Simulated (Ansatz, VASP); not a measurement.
**Two plane-wave programs on Co**

File INCAR:

```
  ALGO = Normal
  EDIFF = 1E-7
  ENCUT = 520
  GGA = PS
  ISIF = 2
  ISMEAR = -1
  ISPIN = 2
  LASPH = T
  LCHARG = F
  LMAXMIX = 4
  LORBIT = 11
  LREAL = F
  LWAVE = F
  MAGMOM = 2 2 2 2
  NBANDS = 30
  NELM = 100
  PREC = Accurate
  SIGMA = 0.05
```

KPOINTS

```
k-points
0
Gamma
  12 12 4
```

File POSCAR:

```
Co
1.0
    2.4705617809      0.0000000000      0.0000000000
   -1.2352808905      2.1395692639      0.0000000000
    0.0000000000      0.0000000000      8.0882338000
Co
4
Direct
    0.6666666667      0.3333333333      0.7500000000
    0.0000000000      0.0000000000      0.5000000000
    0.3333333333      0.6666666667      0.2500000000
    0.0000000000      0.0000000000      0.0000000000
```

File input.yaml:

```yaml
crystal:
  lattice:
    - [2.4705617809, 0.0, 0.0]
    - [-1.2352808905, 2.1395692639, 0.0]
    - [0.0, 0.0, 8.0882338]
  atoms:
    - { symbol: Co, position: [0.6666666667, 0.3333333333, 0.75], spin: 2.0 }
    - { symbol: Co, position: [0.0, 0.0, 0.5], spin: 2.0 }
    - { symbol: Co, position: [0.3333333333, 0.6666666667, 0.25], spin: 2.0 }
    - { symbol: Co, position: [0.0, 0.0, 0.0], spin: 2.0 }
hamiltonian:
  xc: pbesol
  pseudopotentials: { kind: paw }
magnetization:
  spin_polarized: true
kpoints:
  mp_grid: { grid: [12, 12, 4] }
scf:
  occupations: { method: fermi_dirac, width: 0.05 }
output:
  forces: true
  stress: true
  eigenvalues: true
  write_density: true
  write_potential: true
  elf: true
  volumetric_format: npy
```

Alike in both runs: task single point; functional PBEsol; k mesh 12 × 12 × 4; occupations fermi-dirac, width 0.05 eV; collinear spin, ferromagnetic start.

|  | VASP | Ansatz |
| --- | --- | --- |
| version | VASP 6.6.1 | Ansatz 0.2.0 |
| potentials or method | VASP PAW PBE potentials, release 64 (Co) | Ansatz PAW |
| plane-wave cutoff (eV) | 520 | 420 |
| valence electrons in the cell | 36 | 68 |

|  | VASP | Ansatz | Ansatz less VASP |
| --- | --- | --- | --- |
| gap on the k mesh at the Fermi level (eV) | none | none | - |
| pressure (GPa) | -6.5 | -5.7 | +0.81 |
| traceless stress, the component that is largest in VASP (GPa) | -2.59 | -2.66 | -0.067 |
| net moment per atom (μB) | 1.64 | 1.65 | +0.010 |
| size of the moment on the site where the two differ most (μB) | 1.66 | 1.72 | +0.063 |

VASP's potentials were made for PBE, not for PBEsol. Site moments also hang on the region over which each program counts them. A gap of «none» marks a metal or a gap that the smearing closes. The functional is the same, so the differences come from potentials, cutoffs and numerics. VASP's potentials hold 36 valence electrons a cell and Ansatz's 68, so a difference there can come from the potentials and not from the codes.
